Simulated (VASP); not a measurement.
# SnO (P4/nmm) in VASP: a series of runs

SnO is run at these levels: SVWN5, RPBE; tasks: single point.

All numbers are computed with VASP 6.6.1; they aren't measurements. Logs are shortened: lines on timing, memory, paths and dates and some standing lists are left out, and cuts for length are marked.

## 1. The cell of the first run

Symmetry: P4/nmm, No. 129, tetragonal system. Conventional cell: a = 3.788 Å, b = 3.788 Å, c = 4.854 Å, α = 90.00°, β = 90.00°, γ = 90.00°. Within 2.9 Å of Sn (site symmetry 4mm) lie 4 O at 2.21 Å. O (site symmetry -4m2) has 4 Sn at 2.21 Å and 4 O at 2.68 Å within 2.9 Å.

## 2. Single point, SVWN5

INCAR

```
  ALGO = Normal
  EDIFF = 1E-7
  ENCUT = 520
  GGA = VW
  ISIF = 2
  ISMEAR = -1
  LASPH = True
  LCHARG = True
  LELF = True
  LREAL = False
  LVHAR = True
  LWAVE = False
  NBANDS = 28
  NELM = 100
  PREC = Accurate
  SIGMA = 0.05
```

KPOINTS

```
k-points
0
Gamma
  7 7 6
```

POSCAR

```
SnO
1.0
    3.7880991788      0.0000000000      0.0000000000
    0.0000000000      3.7880991788      0.0000000000
    0.0000000000      0.0000000000      4.8541142359
Sn O
2 2
Direct
    0.5000000000      0.0000000000      0.7646261400
    0.0000000000      0.5000000000      0.2353738600
    0.0000000000      0.0000000000      0.0000000000
    0.5000000000      0.5000000000      0.0000000000
```

Potentials or basis: VASP PAW PBE potentials, release 64 (Sn_d, O).

The run is started by

```
$ cat potpaw_PBE.64/Sn_d/POTCAR potpaw_PBE.64/O/POTCAR > POTCAR
$ mpirun -np 1 vasp_std > vasp.out
```

OUTCAR:

```text
EDIFF = 1E-7
   ENCUT = 520
   GGA = VW
   ISIF = 2
   ISMEAR = -1
   LASPH = True
   LREAL = False
   NELM = 100
   PREC = Accurate

 ion  position               nearest neighbor table
   1  0.500  0.000  0.765-   3 2.21   4 2.21   4 2.21   3 2.21   2 3.52   2 3.52   2 3.52   2 3.52
                             2 3.71   2 3.71   2 3.71   2 3.71
   2  0.000  0.500  0.235-   3 2.21   4 2.21   3 2.21   4 2.21   1 3.52   1 3.52   1 3.52   1 3.52
                             1 3.71   1 3.71   1 3.71   1 3.71
   3  0.000  0.000  0.000-   1 2.21   2 2.21   2 2.21   1 2.21
   4  0.500  0.500  0.000-   1 2.21   2 2.21   1 2.21   2 2.21

  LATTYP: Found a simple tetragonal cell.
 ALAT       =     3.7880991788
 C/A-ratio  =     1.2814116016

  Lattice vectors:

 A1 = (   3.7880991788,   0.0000000000,   0.0000000000)
 A2 = (   0.0000000000,   3.7880991788,   0.0000000000)
 A3 = (   0.0000000000,   0.0000000000,   4.8541142359)

Analysis of symmetry for initial positions (statically):
=====================================================================
 Subroutine PRICEL returns:
 Original cell was already a primitive cell.

 Routine SETGRP: Setting up the symmetry group for a
 simple tetragonal supercell.

 Subroutine GETGRP returns: Found 16 space group operations
 (whereof  8 operations were pure point group operations)
 out of a pool of 16 trial point group operations.

The static configuration has the point symmetry D_2d.
 The point group associated with its full space group is D_4h.

Analysis of symmetry for dynamics (positions and initial velocities):
=====================================================================
 Subroutine PRICEL returns:
 Original cell was already a primitive cell.

 Routine SETGRP: Setting up the symmetry group for a
 simple tetragonal supercell.

 Subroutine GETGRP returns: Found 16 space group operations
 (whereof  8 operations were pure point group operations)
 out of a pool of 16 trial point group operations.

The dynamic configuration has the point symmetry D_2d.
 The point group associated with its full space group is D_4h.

 Subroutine INISYM returns: Found 16 space group operations
 (whereof  8 operations are pure point group operations),
 and found     1 'primitive' translations

----------------------------------------------------------------------------------------

                                     Primitive cell

  volume of cell :      69.6551

  direct lattice vectors                    reciprocal lattice vectors
     3.788099179  0.000000000  0.000000000     0.263984641  0.000000000  0.000000000
     0.000000000  3.788099179  0.000000000     0.000000000  0.263984641  0.000000000
     0.000000000  0.000000000  4.854114236     0.000000000  0.000000000  0.206010809

  length of vectors
     3.788099179  3.788099179  4.854114236     0.263984641  0.263984641  0.206010809

  position of ions in fractional coordinates (direct lattice)
     0.500000000  0.000000000  0.764626140
     0.000000000  0.500000000  0.235373860
     0.000000000  0.000000000  0.000000000
     0.500000000  0.500000000  0.000000000

  ion indices of the primitive-cell ions
   primitive index   ion index
                 1           1
                 2           2
                 3           3
                 4           4

----------------------------------------------------------------------------------------

 KPOINTS: k-points

Automatic generation of k-mesh.
 Grid dimensions read from file:
 generate k-points for:    7    7    6

 Generating k-lattice:

  Cartesian coordinates                     Fractional coordinates (reciprocal lattice)
     0.037712092  0.000000000  0.000000000     0.142857143  0.000000000  0.000000000
     0.000000000  0.037712092  0.000000000     0.000000000  0.142857143  0.000000000
     0.000000000  0.000000000  0.034335135     0.000000000  0.000000000  0.166666667

  Length of vectors
     0.037712092  0.037712092  0.034335135

  Shift w.r.t. Gamma in fractional coordinates (k-lattice)
     0.000000000  0.000000000  0.000000000

 Subroutine IBZKPT returns following result:
 ===========================================

 Found     40 irreducible k-points:

 Following reciprocal coordinates:
            Coordinates               Weight
  0.000000  0.000000  0.000000      1.000000
  0.142857  0.000000  0.000000      4.000000
  0.285714  0.000000  0.000000      4.000000
  0.428571  0.000000  0.000000      4.000000
  0.142857  0.142857  0.000000      4.000000
  0.285714  0.142857  0.000000      8.000000
[... 16 lines left out ...]
  0.285714  0.000000  0.333333      8.000000
  0.428571  0.000000  0.333333      8.000000
 [... further k-points ...]
   k-points           NKPTS =     40   k-points in BZ     NKDIM =     40   number of bands    NBANDS=     28
   number of dos      NEDOS =    301   number of ions     NIONS =      4
   total plane-waves  NPLWV =  28224
   dimension x,y,z NGX =    28 NGY =   28 NGZ =   36
   dimension x,y,z NGXF=    56 NGYF=   56 NGZF=   72
   ions per type =               2   2
   NGX,Y,Z   is equivalent  to a cutoff of  12.29, 12.29, 12.33 a.u.
   NGXF,Y,Z  is equivalent  to a cutoff of  24.58, 24.58, 24.66 a.u.
 SYSTEM =  unknown system
   PREC   = accura    normal or accurate (medium, high low for compatibility)
   ISTART =      0    job   : 0-new  1-cont  2-samecut
   ICHARG =      2    charge: 1-file 2-atom 10-const
   ISPIN  =      1    spin polarized calculation?
   LNONCOLLINEAR =      F non collinear calculations
   LSORBIT =      F    spin-orbit coupling
   LASPH  =      T    aspherical Exc in radial PAW
   ENCUT  =  520.0 eV  38.22 Ry    6.18 a.u.   7.04  7.04  9.03*2*pi/ulx,y,z
   NELM   =    100;   NELMIN=  2; NELMDL= -5     # of ELM steps
   EDIFF  = 0.1E-06   stopping-criterion for ELM
   LREAL  =      F    real-space projection
   EDIFFG = 0.1E-05   stopping-criterion for IOM
   NSW    =      0    number of steps for IOM
   IBRION =     -1    ionic relax: 0-MD 1-quasi-New 2-CG
   NFREE  =      0    steps in history (QN), initial steepest desc. (CG)
   ISIF   =      2    stress and relaxation
   ISYM   =      2    0-nonsym 1-usesym 2-fastsym
   POTIM  = 0.5000    time-step for ionic-motion
   TEBEG  =    0.0;   TEEND  =   0.0 temperature during run
   PSTRESS=    0.0 pullay stress
   NELECT =      40.0000    total number of electrons
   NUPDOWN=      -1.0000    fix difference up-down
   EMIN   =  10.00;   EMAX   =-10.00  energy-range for DOS
   EFERMI =   0.00;   METHOD = LEGACY
   ISMEAR =    -1;   SIGMA  =   0.05  broadening in eV -4-tet -1-fermi 0-gaus
   EFERMI_NEDOS =   21; number of points for ismear=-14 and -15
   IALGO  =     38    algorithm
   IMIX   =      4    mixing-type and parameters
     AMIX     =   0.40;   BMIX     =  1.00
     AMIX_MAG =   1.60;   BMIX_MAG =  1.00
  volume/ion in A,a.u.               =      17.41       117.51
  Fermi-wavevector in a.u.,A,eV,Ry     =   1.360747  2.571438 25.192975  1.851631
  Thomas-Fermi vector in A             =   2.487382
   LORBIT       =      0    0 simple, 1 ext, 2 COOP (PROOUT), +10 PAW based schemes
   GGA     = VW    functional components
   LHFCALC =     F    Hartree Fock is set to
   AEXX    =    0.0000 exact exchange contribution
   IVDW    =     0    specifies the selected vdW correction
   LEPSILON=     F    determine dielectric tensor
   LRPA    =     F    only Hartree local field effects (RPA)
 non-spin polarized calculation
  energy-cutoff  :      520.00
  volume of cell :       69.66
 maximum number of plane-waves:      1896
   NGX = 15   NGY = 15   NGZ = 19

 number of electron      39.9999999 magnetization

 Free energy of the ion-electron system (eV)
  ---------------------------------------------------
  ext. energy  EPLUGINS =         0.00000000
  ---------------------------------------------------
  free energy    TOTEN  =       -25.71020394 eV

  energy without entropy =      -25.70990193  energy(sigma->0) =      -25.71005294

 E-fermi :   7.0393     XC(G=0): -10.6776

 val. band max:        6.8268190317   @ k =   0.0000   0.0000   0.0000
 cond. band min:       7.2315844061   @ k =   0.4286   0.4286   0.0000
 fundamental gap:      0.4047653744
 Fermi energy:         7.0393458724

 k-point     1 :       0.0000    0.0000    0.0000
  band No.  band energies     occupation
      1     -14.9909      2.00000
      2     -14.5238      2.00000
      3     -14.5238      2.00000
      4     -14.5185      2.00000
      5     -14.4623      2.00000
      6     -14.4618      2.00000
[... 20 lines left out ...]
     27      13.6921      0.00000
     28      14.1071      0.00000

 k-point     2 :       0.1429    0.0000    0.0000
  band No.  band energies     occupation
      1     -14.9800      2.00000
      2     -14.5282      2.00000
      3     -14.5190      2.00000
      4     -14.5187      2.00000
      5     -14.4820      2.00000
      6     -14.4647      2.00000
[... 20 lines left out ...]
     27      13.9374      0.00000
     28      15.5971      0.00000

 k-point     3 :       0.2857    0.0000    0.0000
  band No.  band energies     occupation
      1     -14.9496      2.00000
      2     -14.6730      2.00000
      3     -14.5054      2.00000
      4     -14.5048      2.00000
      5     -14.4794      2.00000
      6     -14.4714      2.00000
[... 20 lines left out ...]
     27      14.3162      0.00000
     28      17.7917      0.00000

 k-point     4 :       0.4286    0.0000    0.0000
  band No.  band energies     occupation
      1     -14.8967      2.00000
      2     -14.8076      2.00000
      3     -14.4903      2.00000
      4     -14.4869      2.00000
      5     -14.4794      2.00000
      6     -14.4753      2.00000
[... 578 lines left out ...]
     27      14.5886      0.00000
     28      15.7711      0.00000

 k-point    23 :       0.2857    0.0000    0.3333
  band No.  band energies     occupation
      1     -14.9475      2.00000
      2     -14.6954      2.00000
      3     -14.5121      2.00000
      4     -14.4882      2.00000
      5     -14.4838      2.00000
      6     -14.4816      2.00000
[... 20 lines left out ...]
     27      15.0937      0.00000
     28      17.2150      0.00000

 k-point    24 :       0.4286    0.0000    0.3333
  band No.  band energies     occupation
      1     -14.9043      2.00000
      2     -14.8240      2.00000
      3     -14.5123      2.00000
      4     -14.5018      2.00000
      5     -14.4783      2.00000
      6     -14.4735      2.00000
[... 20 lines left out ...]
     27      15.6763      0.00000
     28      16.5234      0.00000

 [... further k-points ...]

------------------------ aborting loop because EDIFF is reached ----------------------------------------

  FORCE on cell =-STRESS in cart. coord.  units (eV):
  Direction    XX          YY          ZZ          XY          YZ          ZX
  --------------------------------------------------------------------------------------
  -------------------------------------------------------------------------------------
  Total       -0.5469929     -0.5469929     -0.5248629      0.0000000      0.0000000      0.0000000
  in kB      -12.5817085    -12.5817085    -12.0726827      0.0000000      0.0000000      0.0000000
  external PRESSURE =     -12.4120332 kB  Pullay stress =       0.0000000 kB

 VOLUME and BASIS-vectors are now :
 -----------------------------------------------------------------------------
  energy-cutoff  :      520.00
  volume of cell :       69.66
      direct lattice vectors                 reciprocal lattice vectors
     3.788099179  0.000000000  0.000000000     0.263984641  0.000000000  0.000000000
     0.000000000  3.788099179  0.000000000     0.000000000  0.263984641  0.000000000
     0.000000000  0.000000000  4.854114236     0.000000000  0.000000000  0.206010809

 POSITION                                       TOTAL-FORCE (eV/Angst)
 -----------------------------------------------------------------------------------
      1.89405      0.00000      3.71158         0.000000      0.000000     -0.127098
      0.00000      1.89405      1.14253        -0.000000      0.000000      0.127098
      0.00000      0.00000      0.00000        -0.000000     -0.000000      0.000000
      1.89405      1.89405      0.00000        -0.000000      0.000000      0.000000
 -----------------------------------------------------------------------------------
    total drift:                                0.000000      0.000000      0.000000

  FREE ENERGIE OF THE ION-ELECTRON SYSTEM (eV)
  ---------------------------------------------------
  free  energy   TOTEN  =       -25.7102039397 eV

  energy  without entropy=      -25.7099019327  energy(sigma->0) =      -25.71005294
```

Wall time 84 s (1 thread of Intel Xeon 8259CL, shared host); peak memory 0.19 GiB.

Results:

| Property | Result |
| --- | --- |
| Free energy | -25.7102 eV |
| Pressure | -1.2 GPa |
| Largest force | 0.127 eV/Å |
| Band gap on the k mesh | 0.40 eV (least direct gap 1.97 eV) |

Forces on the atoms (eV/Å):
```
Sn   0.000  0.000 -0.127
Sn   0.000  0.000  0.127
O    0.000  0.000  0.000
O    0.000  0.000  0.000
```

Caveat: the PAW data sets were made with another functional, which shifts forces and pressure a little; spin-orbit coupling is left out, which moves the levels of the heavy elements; an odd mesh through Γ misses points on the zone boundary, where band edges can lie.

## 3. Single point, RPBE

This run uses another cell than the first one, of 17.77 Å³/atom.

INCAR

```
SYSTEM = SnO
PREC = Accurate ; ENCUT = 520
EDIFF = 1E-6 ; ISMEAR = -1
SIGMA = 0.05 ; LREAL = .FALSE.
LASPH = .TRUE. ; NELM = 100
ALGO = Normal ; ISIF = 2
LWAVE = .FALSE. ; LCHARG = .FALSE.
GGA = RP ; NBANDS = 28
```

KPOINTS

```
Automatic mesh
0
G
  7 7 6
  0 0 0
```

POSCAR

```
SnO
1.0
    3.8136952200      0.0000000000      0.0000000000
    0.0000000000      3.8136952200      0.0000000000
    0.0000000000      0.0000000000      4.8869133000
Sn O
2 2
Direct
    0.5000000000      0.0000000000      0.7646261400
    0.0000000000      0.5000000000      0.2353738600
    0.0000000000      0.0000000000      0.0000000000
    0.5000000000      0.5000000000      0.0000000000
```

Potentials or basis: VASP PAW PBE potentials, release 64 (Sn_d, O).

The run is started by

```
$ cat potpaw_PBE.64/Sn_d/POTCAR potpaw_PBE.64/O/POTCAR > POTCAR
$ mpirun -np 1 vasp_std > vasp.out
```

OUTCAR:

```text
SYSTEM = SnO
   PREC = Accurate
   ENCUT = 520
   EDIFF = 1E-6
   ISMEAR = -1
   LREAL = .FALSE.
   LASPH = .TRUE.
   NELM = 100
   ISIF = 2
   GGA = RP

 ion  position               nearest neighbor table
   1  0.500  0.000  0.765-   3 2.23   4 2.23   4 2.23   3 2.23   2 3.54   2 3.54   2 3.54   2 3.54
                             2 3.74   2 3.74   2 3.74   2 3.74
   2  0.000  0.500  0.235-   3 2.23   4 2.23   3 2.23   4 2.23   1 3.54   1 3.54   1 3.54   1 3.54
                             1 3.74   1 3.74   1 3.74   1 3.74
   3  0.000  0.000  0.000-   1 2.23   2 2.23   2 2.23   1 2.23
   4  0.500  0.500  0.000-   1 2.23   2 2.23   1 2.23   2 2.23

[... 947 lines left out ...]
  -------------------------------------------------------------------------------------
  Total        3.0694441      3.0694441      2.4623753      0.0000000      0.0000000      0.0000000
  in kB       69.1900614     69.1900614     55.5057819      0.0000000      0.0000000      0.0000000
  external PRESSURE =      64.6286349 kB  Pullay stress =       0.0000000 kB

 VOLUME and BASIS-vectors are now :
 -----------------------------------------------------------------------------
  energy-cutoff  :      520.00
  volume of cell :       71.08
      direct lattice vectors                 reciprocal lattice vectors
     3.813695220  0.000000000  0.000000000     0.262212878  0.000000000  0.000000000
     0.000000000  3.813695220  0.000000000     0.000000000  0.262212878  0.000000000
     0.000000000  0.000000000  4.886913300     0.000000000  0.000000000  0.204628144

 POSITION                                       TOTAL-FORCE (eV/Angst)
 -----------------------------------------------------------------------------------
      1.90685      0.00000      3.73666        -0.000000      0.000000     -0.643737
      0.00000      1.90685      1.15025         0.000000      0.000000      0.643737
      0.00000      0.00000      0.00000        -0.000000      0.000000      0.000000
      1.90685      1.90685      0.00000        -0.000000      0.000000      0.000000
 -----------------------------------------------------------------------------------
    total drift:                                0.000000      0.000000      0.000000

  FREE ENERGIE OF THE ION-ELECTRON SYSTEM (eV)
  ---------------------------------------------------
  free  energy   TOTEN  =       -21.1407310619 eV

  energy  without entropy=      -21.1404474003  energy(sigma->0) =      -21.14058923
```

stdout:

```text
POSCAR found type information on POSCAR SnO
 POSCAR found :  2 types and       4 ions
 scaLAPACK will be used
 -----------------------------------------------------------------------------
|                                                                             |
|                                                                             |
|     You enforced a specific xc type in the INCAR file but a different       |
|     I HOPE YOU KNOW WHAT YOU ARE DOING!                                     |
|                                                                             |
 -----------------------------------------------------------------------------

 LDA part: xc-table for (Slater+PW92), standard interpolation
 POSCAR, INCAR and KPOINTS ok, starting setup
 FFT: planning ... GRIDC
 FFT: planning ... GRID_SOFT
 FFT: planning ... GRID
 WAVECAR not read
 entering main loop
```

It took 89 s on 1 thread of Intel Xeon 8259CL, shared host; peak memory 0.21 GiB.

Results:

| Item | Value |
| --- | --- |
| Free energy | -21.1407 eV |
| Pressure | 6.5 GPa |
| Largest force | 0.644 eV/Å |
| Band gap on the k mesh | 0.37 eV (least direct gap 2.06 eV) |

Forces in eV/Å, atoms in the order of the input:
```
Sn   0.000  0.000 -0.644
Sn   0.000  0.000  0.644
O    0.000  0.000  0.000
O    0.000  0.000  0.000
```

Caveat: the cell stands under pressure; the PAW data sets were made with another functional, which shifts forces and pressure a little; spin-orbit coupling is left out, which moves the levels of the heavy elements; an odd mesh through Γ misses points on the zone boundary, where band edges can lie.
